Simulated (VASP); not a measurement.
# Mg2NCl (R-3m) in VASP: single point with PBEsol

Aim: the single point of Mg2NCl with PBEsol.

Program: VASP 6.6.1. These are calculated values, not measurements. Logs are shortened: lines on timing, memory, paths and dates and some standing lists are left out, and cuts for length are marked.

## 1. The cell of the first run

The structure is trigonal, space group R-3m (No. 166). The conventional cell has a = 3.321 Å, b = 3.321 Å, c = 18.009 Å, α = 90.00°, β = 90.00°, γ = 120.00°. Within 2.9 Å of Mg (site symmetry 3m) lie 3 N at 2.17 Å and 3 Cl at 2.76 Å and 3 Mg at 2.79 Å. N (site symmetry -3m) has 6 Mg at 2.17 Å within 2.9 Å. Cl (site symmetry -3m) has 6 Mg at 2.76 Å and 6 Cl at 3.32 Å and 6 N at 3.56 Å within 3.6 Å.

## 2. Single point, PBEsol

File INCAR:

```
ALGO     = Normal         # electronic algorithm
EDIFF    = 1E-6           # SCF threshold, eV
ENCUT    = 520            # plane-wave cutoff, eV
GGA      = PS             # functional
ISIF     = 2              # what is computed and relaxed
ISMEAR   = 0              # smearing method
LASPH    = T              # aspherical terms in the spheres
LCHARG   = F              # write CHGCAR
LREAL    = F              # projectors in reciprocal space
LWAVE    = F              # write WAVECAR
NBANDS   = 16             # bands
NELM     = 100            # most SCF steps
PREC     = Accurate       # precision mode
SIGMA    = 0.05           # smearing width, eV
```

File KPOINTS:

```
k-points
0
Gamma
  9 9 9
```

File POSCAR:

```
Mg2NCl
1.0
    1.6606666161      0.9587863178      6.0029770000
   -1.6606666161      0.9587863178      6.0029770000
    0.0000000000     -1.9175726357      6.0029770000
Mg N Cl
2 1 1
Direct
    0.2228150000      0.2228150000      0.2228150000
    0.7771850000      0.7771850000      0.7771850000
    0.5000000000      0.5000000000      0.5000000000
    0.0000000000      0.0000000000      0.0000000000
```

Potentials or basis: VASP PAW PBE potentials, release 64 (Mg, N, Cl).

On the command line:

```
> cat potpaw_PBE.64/Mg/POTCAR potpaw_PBE.64/N/POTCAR potpaw_PBE.64/Cl/POTCAR > POTCAR
> mpirun -np 1 vasp_std > vasp.out
```

OUTCAR:

```text
EDIFF = 1E-6
   ENCUT = 520
   GGA = PS
   ISIF = 2
   ISMEAR = 0
   LASPH = T
   LREAL = F
   NELM = 100
   PREC = Accurate

 ion  position               nearest neighbor table
   1  0.223  0.223  0.223-   3 2.17   3 2.17   3 2.17   4 2.76   4 2.76   4 2.76   2 2.79   2 2.79
                             2 2.79
   2  0.777  0.777  0.777-   3 2.17   3 2.17   3 2.17   4 2.76   4 2.76   4 2.76   1 2.79   1 2.79
                             1 2.79
   3  0.500  0.500  0.500-   1 2.17   2 2.17   1 2.17   1 2.17   2 2.17   2 2.17
   4  0.000  0.000  0.000-   2 2.76   2 2.76   1 2.76   1 2.76   2 2.76   1 2.76

  LATTYP: Found a trigonal (rhomboedric) cell.
 ALAT       =     6.3018106664
 COS(alpha) =     0.8611121662

  Lattice vectors:

 A1 = (   1.6606666161,   0.9587863178,   6.0029770000)
 A2 = (  -1.6606666161,   0.9587863178,   6.0029770000)
 A3 = (   0.0000000000,  -1.9175726357,   6.0029770000)

Analysis of symmetry for initial positions (statically):
=====================================================================
 Subroutine PRICEL returns:
 Original cell was already a primitive cell.

 Routine SETGRP: Setting up the symmetry group for a
 trigonal (rhombohedral) supercell.

 Subroutine GETGRP returns: Found 12 space group operations
 (whereof 12 operations were pure point group operations)
 out of a pool of 12 trial point group operations.

The static configuration has the point symmetry D_3d.

Analysis of symmetry for dynamics (positions and initial velocities):
=====================================================================
 Subroutine PRICEL returns:
 Original cell was already a primitive cell.

 Routine SETGRP: Setting up the symmetry group for a
 trigonal (rhombohedral) supercell.

 Subroutine GETGRP returns: Found 12 space group operations
 (whereof 12 operations were pure point group operations)
 out of a pool of 12 trial point group operations.

The dynamic configuration has the point symmetry D_3d.

 Subroutine INISYM returns: Found 12 space group operations
 (whereof 12 operations are pure point group operations),
 and found     1 'primitive' translations

----------------------------------------------------------------------------------------

                                     Primitive cell

  volume of cell :      57.3485

  direct lattice vectors                    reciprocal lattice vectors
     1.660666616  0.958786318  6.002977000     0.301083911  0.173830877  0.055528004
    -1.660666616  0.958786318  6.002977000    -0.301083911  0.173830877  0.055528004
     0.000000000 -1.917572636  6.002977000     0.000000000 -0.347661754  0.055528004

  length of vectors
     6.301810666  6.301810666  6.301810666     0.352068253  0.352068253  0.352068253

  position of ions in fractional coordinates (direct lattice)
     0.222815000  0.222815000  0.222815000
     0.777185000  0.777185000  0.777185000
     0.500000000  0.500000000  0.500000000
     0.000000000  0.000000000  0.000000000

  ion indices of the primitive-cell ions
   primitive index   ion index
                 1           1
                 2           2
                 3           3
                 4           4

----------------------------------------------------------------------------------------

 KPOINTS: k-points

Automatic generation of k-mesh.
 Grid dimensions read from file:
 generate k-points for:    9    9    9

 Generating k-lattice:

  Cartesian coordinates                     Fractional coordinates (reciprocal lattice)
     0.033453768  0.019314542  0.006169778     0.111111111  0.000000000  0.000000000
    -0.033453768  0.019314542  0.006169778     0.000000000  0.111111111  0.000000000
     0.000000000 -0.038629084  0.006169778     0.000000000  0.000000000  0.111111111

  Length of vectors
     0.039118695  0.039118695  0.039118695

  Shift w.r.t. Gamma in fractional coordinates (k-lattice)
     0.000000000  0.000000000  0.000000000

 Subroutine IBZKPT returns following result:
 ===========================================

 Found     85 irreducible k-points:

 Following reciprocal coordinates:
            Coordinates               Weight
  0.000000  0.000000  0.000000      1.000000
  0.111111  0.000000 -0.000000      6.000000
  0.222222  0.000000 -0.000000      6.000000
  0.333333  0.000000 -0.000000      6.000000
  0.444444  0.000000 -0.000000      6.000000
  0.111111  0.111111 -0.000000      6.000000
[... 16 lines left out ...]
 -0.333333  0.333333  0.000000      6.000000
  0.444444  0.444444 -0.000000      6.000000
 [... further k-points ...]
   k-points           NKPTS =     85   k-points in BZ     NKDIM =     85   number of bands    NBANDS=     16
   number of dos      NEDOS =    301   number of ions     NIONS =      4
   total plane-waves  NPLWV = 110592
   dimension x,y,z NGX =    48 NGY =   48 NGZ =   48
   dimension x,y,z NGXF=    96 NGYF=   96 NGZF=   96
   ions per type =               2   1   1
   NGX,Y,Z   is equivalent  to a cutoff of  12.66, 12.66, 12.66 a.u.
   NGXF,Y,Z  is equivalent  to a cutoff of  25.33, 25.33, 25.33 a.u.
 SYSTEM =  unknown system
   PREC   = accura    normal or accurate (medium, high low for compatibility)
   ISTART =      0    job   : 0-new  1-cont  2-samecut
   ICHARG =      2    charge: 1-file 2-atom 10-const
   ISPIN  =      1    spin polarized calculation?
   LNONCOLLINEAR =      F non collinear calculations
   LSORBIT =      F    spin-orbit coupling
   LASPH  =      T    aspherical Exc in radial PAW
   ENCUT  =  520.0 eV  38.22 Ry    6.18 a.u.  11.72 11.72 11.72*2*pi/ulx,y,z
   NELM   =    100;   NELMIN=  2; NELMDL= -5     # of ELM steps
   EDIFF  = 0.1E-05   stopping-criterion for ELM
   LREAL  =      F    real-space projection
   EDIFFG = 0.1E-04   stopping-criterion for IOM
   NSW    =      0    number of steps for IOM
   IBRION =     -1    ionic relax: 0-MD 1-quasi-New 2-CG
   NFREE  =      0    steps in history (QN), initial steepest desc. (CG)
   ISIF   =      2    stress and relaxation
   ISYM   =      2    0-nonsym 1-usesym 2-fastsym
   POTIM  = 0.5000    time-step for ionic-motion
   TEBEG  =    0.0;   TEEND  =   0.0 temperature during run
   PSTRESS=    0.0 pullay stress
   NELECT =      16.0000    total number of electrons
   NUPDOWN=      -1.0000    fix difference up-down
   EMIN   =  10.00;   EMAX   =-10.00  energy-range for DOS
   EFERMI =   0.00;   METHOD = LEGACY
   ISMEAR =     0;   SIGMA  =   0.05  broadening in eV -4-tet -1-fermi 0-gaus
   EFERMI_NEDOS =   21; number of points for ismear=-14 and -15
   IALGO  =     38    algorithm
   IMIX   =      4    mixing-type and parameters
     AMIX     =   0.40;   BMIX     =  1.00
     AMIX_MAG =   1.60;   BMIX_MAG =  1.00
  volume/ion in A,a.u.               =      14.34        96.75
  Fermi-wavevector in a.u.,A,eV,Ry     =   1.069730  2.021496 15.569443  1.144322
  Thomas-Fermi vector in A             =   2.205418
   LORBIT       =      0    0 simple, 1 ext, 2 COOP (PROOUT), +10 PAW based schemes
   GGA     = PS    functional components
   LHFCALC =     F    Hartree Fock is set to
   AEXX    =    0.0000 exact exchange contribution
   IVDW    =     0    specifies the selected vdW correction
   LEPSILON=     F    determine dielectric tensor
   LRPA    =     F    only Hartree local field effects (RPA)
 non-spin polarized calculation
 Gauss-broadening in eV      SIGMA  =   0.05
  energy-cutoff  :      520.00
  volume of cell :       57.35
 maximum number of plane-waves:      1564
   NGX = 23   NGY = 23   NGZ = 23

 number of electron      16.0000000 magnetization

 Free energy of the ion-electron system (eV)
  ---------------------------------------------------
  ext. energy  EPLUGINS =         0.00000000
  ---------------------------------------------------
  free energy    TOTEN  =       -18.93650630 eV

  energy without entropy =      -18.93650630  energy(sigma->0) =      -18.93650630

 E-fermi :   4.1380     XC(G=0): -10.1002

 val. band max:        3.9298453781   @ k =   0.0000   0.0000   0.0000
 cond. band min:       6.0788962007   @ k =   0.0000   0.0000   0.0000
 fundamental gap:      2.1490508226
 Fermi energy:         4.1380470533

 k-point     1 :       0.0000    0.0000    0.0000
  band No.  band energies     occupation
      1     -12.5314      2.00000
      2      -8.7534      2.00000
      3      -2.3562      2.00000
      4       1.6084      2.00000
      5       1.6084      2.00000
      6       2.9247      2.00000
[... 8 lines left out ...]
     15      14.1420      0.00000
     16      14.1420      0.00000

 k-point     2 :       0.1111    0.0000   -0.0000
  band No.  band energies     occupation
      1     -12.4397      2.00000
      2      -8.6622      2.00000
      3      -2.2046      2.00000
      4       1.0213      2.00000
      5       1.5010      2.00000
      6       2.9005      2.00000
[... 8 lines left out ...]
     15      13.6987      0.00000
     16      14.2845      0.00000

 k-point     3 :       0.2222    0.0000   -0.0000
  band No.  band energies     occupation
      1     -12.1933      2.00000
      2      -8.4152      2.00000
      3      -1.7834      2.00000
      4      -0.1857      2.00000
      5       1.2464      2.00000
      6       1.9179      2.00000
[... 8 lines left out ...]
     15      13.9754      0.00000
     16      14.9608      0.00000

 k-point     4 :       0.3333    0.0000   -0.0000
  band No.  band energies     occupation
      1     -11.8836      2.00000
      2      -8.1001      2.00000
      3      -1.3579      2.00000
      4      -1.1718      2.00000
      5       0.7904      2.00000
      6       0.9823      2.00000
[... 8 lines left out ...]
     15      13.7472      0.00000
     16      15.8255      0.00000

 k-point     5 :       0.4444    0.0000   -0.0000
  band No.  band energies     occupation
      1     -11.6599      2.00000
      2      -7.8689      2.00000
      3      -2.0067      2.00000
      4      -0.7202      2.00000
      5       0.1123      2.00000
      6       0.8219      2.00000
[... 8 lines left out ...]
     15      13.5529      0.00000
     16      16.0142      0.00000

 k-point     6 :       0.1111    0.1111   -0.0000
  band No.  band energies     occupation
      1     -12.4386      2.00000
      2      -8.6671      2.00000
      3      -2.1817      2.00000
      4       1.0164      2.00000
      5       1.4977      2.00000
      6       2.8178      2.00000
[... 8 lines left out ...]
     15      13.7279      0.00000
     16      14.2575      0.00000
[... 267 lines left out ...]
 k-point    21 :       0.4444    0.3333   -0.0000
  band No.  band energies     occupation
      1     -11.7148      2.00000
      2      -7.9224      2.00000
      3      -1.7968      2.00000
      4      -1.1517      2.00000
      5       0.4874      2.00000
      6       1.0217      2.00000
[... 8 lines left out ...]
     15      13.9306      0.00000
     16      16.0373      0.00000

 k-point    22 :      -0.4444    0.3333    0.0000
  band No.  band energies     occupation
      1     -11.5652      2.00000
      2      -7.7545      2.00000
      3      -1.7664      2.00000
      4      -0.9445      2.00000
      5      -0.4031      2.00000
      6       1.1370      2.00000
[... 8 lines left out ...]
     15      14.6538      0.00000
     16      15.8114      0.00000

 k-point    23 :      -0.3333    0.3333    0.0000
  band No.  band energies     occupation
      1     -11.5054      2.00000
      2      -7.6887      2.00000
      3      -1.2946      2.00000
      4      -1.2082      2.00000
      5      -0.7071      2.00000
      6       1.0693      2.00000
[... 8 lines left out ...]
     15      15.2868      0.00000
     16      15.6533      0.00000

 k-point    24 :       0.4444    0.4444   -0.0000
  band No.  band energies     occupation
      1     -11.6585      2.00000
      2      -7.8548      2.00000
      3      -2.1614      2.00000
      4      -1.2263      2.00000
      5       0.7988      2.00000
      6       0.9356      2.00000
[... 8 lines left out ...]
     15      13.7599      0.00000
     16      15.8709      0.00000

 [... further k-points ...]
[... 5 lines left out ...]
  --------------------------------------------------------------------------------------
  -------------------------------------------------------------------------------------
  Total       -1.0825191     -1.0825191     -0.9477497      0.0000000      0.0000000      0.0000000
  in kB      -30.2429361    -30.2429361    -26.4778078      0.0000000      0.0000000      0.0000000
  external PRESSURE =     -28.9878934 kB  Pullay stress =       0.0000000 kB

 VOLUME and BASIS-vectors are now :
 -----------------------------------------------------------------------------
  energy-cutoff  :      520.00
  volume of cell :       57.35
      direct lattice vectors                 reciprocal lattice vectors
     1.660666616  0.958786318  6.002977000     0.301083911  0.173830877  0.055528004
    -1.660666616  0.958786318  6.002977000    -0.301083911  0.173830877  0.055528004
     0.000000000 -1.917572636  6.002977000     0.000000000 -0.347661754  0.055528004

 POSITION                                       TOTAL-FORCE (eV/Angst)
 -----------------------------------------------------------------------------------
      0.00000     -0.00000      4.01266         0.000000      0.000000     -0.066869
      0.00000     -0.00000     13.99627         0.000000     -0.000000      0.066869
      0.00000     -0.00000      9.00447         0.000000     -0.000000      0.000000
      0.00000      0.00000      0.00000         0.000000     -0.000000     -0.000000
 -----------------------------------------------------------------------------------
    total drift:                                0.000000     -0.000000     -0.000000

  FREE ENERGIE OF THE ION-ELECTRON SYSTEM (eV)
  ---------------------------------------------------
  free  energy   TOTEN  =       -18.9365063008 eV

  energy  without entropy=      -18.9365063007  energy(sigma->0) =      -18.93650630
```

It took 3.1 min on 1 thread of AMD EPYC 7R43 (Zen 3), shared host; peak memory 0.32 GiB.

Results:

| Item | Value |
| --- | --- |
| Free energy | -18.9365 eV |
| Pressure | -2.9 GPa |
| Largest force | 0.067 eV/Å |
| Band gap on the k mesh | 2.15 eV |

Forces on the atoms (eV/Å):
```
Mg   0.000  0.000 -0.067
Mg   0.000  0.000  0.067
N    0.000  0.000  0.000
Cl   0.000  0.000  0.000
```

Levels at points of the mesh, in eV from the valence-band top:
| k point | band 4 | band 5 | band 6 | band 7 | band 8 | band 9 | band 10 | band 11 | band 12 | band 13 |
| --- | --- | --- | --- | --- | --- | --- | --- | --- | --- | --- |
| (0.00, 0.00, 0.00) | -2.32 | -2.32 | -1.01 | 0.00 | 0.00 | 2.15 | 5.23 | 8.30 | 8.81 | 9.43 |

Caveat: the PAW data sets were made with another functional, which shifts forces and pressure a little. A k mesh can miss the band edges.
